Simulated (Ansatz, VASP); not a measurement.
# Two plane-wave programs on Ge2Sb2Te5

File INCAR:

```
PREC     = Accurate       # precision mode
ENCUT    = 520            # plane-wave cutoff, eV
EDIFF    = 1E-7           # SCF threshold, eV
ISMEAR   = -1             # smearing method
SIGMA    = 0.05           # smearing width, eV
LREAL    = False          # projectors in reciprocal space
LASPH    = True           # aspherical terms in the spheres
NELM     = 80             # most SCF steps
ALGO     = Normal         # electronic algorithm
ISIF     = 2              # what is computed and relaxed
LWAVE    = False          # write WAVECAR
LCHARG   = False          # write CHGCAR
GGA      = B5             # functional
ALDAX    = 1.0          
AGGAX    = 1.0          
AGGAC    = 1.0          
ALDAC    = 0.0          
NBANDS   = 44             # bands
```

KPOINTS

```
Automatic mesh
0
Gamma
  7 7 2
```

Contents of POSCAR:

```
Ge2Sb2Te5
1.0
    4.2940644248      0.0000000000      0.0000000000
   -2.1470322124      3.7187688774      0.0000000000
    0.0000000000      0.0000000000     17.1013460000
Te Sb Ge
5 2 2
Direct
    0.6666666667      0.3333333333      0.4198920000
    0.3333333333      0.6666666667      0.5801080000
    0.3333333333      0.6666666667      0.2015420000
    0.6666666667      0.3333333333      0.7984580000
    0.0000000000      0.0000000000      0.0000000000
    0.0000000000      0.0000000000      0.3200680000
    0.0000000000      0.0000000000      0.6799320000
    0.6666666667      0.3333333333      0.1028950000
    0.3333333333      0.6666666667      0.8971050000
```

input.yaml

```yaml
crystal:
  lattice:
    - [4.2940644248, 0.0, 0.0]
    - [-2.1470322124, 3.7187688774, 0.0]
    - [0.0, 0.0, 17.101346]
  atoms:
    - { symbol: Te, position: [0.6666666667, 0.3333333333, 0.419892] }
    - { symbol: Te, position: [0.3333333333, 0.6666666667, 0.580108] }
    - { symbol: Te, position: [0.3333333333, 0.6666666667, 0.201542] }
    - { symbol: Te, position: [0.6666666667, 0.3333333333, 0.798458] }
    - { symbol: Te, position: [0.0, 0.0, 0.0] }
    - { symbol: Sb, position: [0.0, 0.0, 0.320068] }
    - { symbol: Sb, position: [0.0, 0.0, 0.679932] }
    - { symbol: Ge, position: [0.6666666667, 0.3333333333, 0.102895] }
    - { symbol: Ge, position: [0.3333333333, 0.6666666667, 0.897105] }
hamiltonian:
  xc: blyp
  pseudopotentials: { kind: paw }
kpoints:
  mp_grid: { grid: [7, 7, 2] }
  band_path:
    path:
      - [[0.0, 0.0, 0.0], [0.5, 0.0, 0.0], [0.3333333333, 0.3333333333, 0.0], [0.0, 0.0, 0.0], [0.0, 0.0, 0.5], [0.5, 0.0, 0.5], [0.3333333333, 0.3333333333, 0.5], [0.0, 0.0, 0.5]]
      - [[0.5, 0.0, 0.5], [0.5, 0.0, 0.0]]
      - [[0.3333333333, 0.3333333333, 0.0], [0.3333333333, 0.3333333333, 0.5]]
    npoints: 10
scf:
  occupations: { method: fermi_dirac, width: 0.05 }
  n_extra_bands: 22
output:
  forces: true
  stress: true
  eigenvalues: true
  fatbands: false
  write_density: true
  write_potential: true
  elf: true
  volumetric_format: npy
```

Alike in both runs: functional BLYP; k mesh 7 × 7 × 2; occupations fermi-dirac, width 0.05 eV; no spin polarisation.

```csv
,VASP,Ansatz
version,VASP 6.6.1,Ansatz 0.2.0
potentials or method,"VASP PAW PBE potentials, release 64 (Te, Sb, Ge_d)",Ansatz PAW
plane-wave cutoff (eV),520,420
valence electrons in the cell,68,138
task,single point,band structure
```

```csv
,VASP,Ansatz,Ansatz less VASP
gap on the k mesh at the Fermi level (eV),0.27,0.30,+0.028
least direct gap on the mesh (eV),0.27,0.30,+0.028
pressure (GPa),4.5,4.3,-0.20
"traceless stress, the component that is largest in VASP (GPa)",-0.06,-0.07,-0.009
rms of the force components (eV/Å),0.045,0.033,-0.0115
```

VASP's potentials were made for PBE, not for BLYP. Atom by atom the forces differ by 0.018 eV/Å (rms over components). With one functional, cell and mesh, what is left measures potentials, basis and numerics. VASP's potentials hold 68 valence electrons a cell and Ansatz's 138, so a difference there can come from the potentials and not from the codes.

Neither program's run includes spin-orbit coupling.
